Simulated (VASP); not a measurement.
# Hf: single point with PBEsol

Crystal: Hf.

```xyz
2
Lattice="3.2179 0.0000 0.0000 -1.6089 2.7868 0.0000 0.0000 0.0000 5.0913" Properties=species:S:1:pos:R:3 pbc="T T T"
Hf    0.0000    1.8578    1.2728
Hf    1.6089    0.9289    3.8185
```

```json
{
  "Program": "VASP 6.6.1",
  "Task": "single point",
  "Functional": "PBEsol",
  "Potentials or basis": "VASP PAW PBE potentials, release 64 (Hf_pv)",
  "Cutoff": "520 eV",
  "k mesh": "13 × 13 × 7",
  "Occupations": "fermi-dirac, width 0.05 eV",
  "Spin": "no spin polarisation",
  "Dipole correction": "no",
  "Further INCAR settings": "ALGO = Normal; EDIFF = 1e-07; NBANDS = 17"
}
```

```
Pressure               : -6.0 GPa
Band gap on the k mesh : zero (bands 10 and 11 overlap by 1.55 eV)
```

Stress tensor (GPa, compression positive):
```
-5.91  0.00  0.00
 0.00 -5.91  0.00
 0.00  0.00 -6.31
```

Levels at points of the mesh, in eV from the Fermi level:
```
           k point  band 7  band 8  band 9  band 10  band 11  band 12  band 13  band 14
(0.00, 0.00, 0.00)   -7.32   -3.66    0.60     1.16     1.16     1.43     1.96     1.96
```

Run time: 65 s on 1 thread of Intel Xeon 8259CL, with other jobs on the host, peak memory 0.19 GiB.

Caveat: the cell stands under tension; the PAW data sets were made with another functional, which shifts forces and pressure a little; spin-orbit coupling is left out, which moves the levels of the heavy elements.
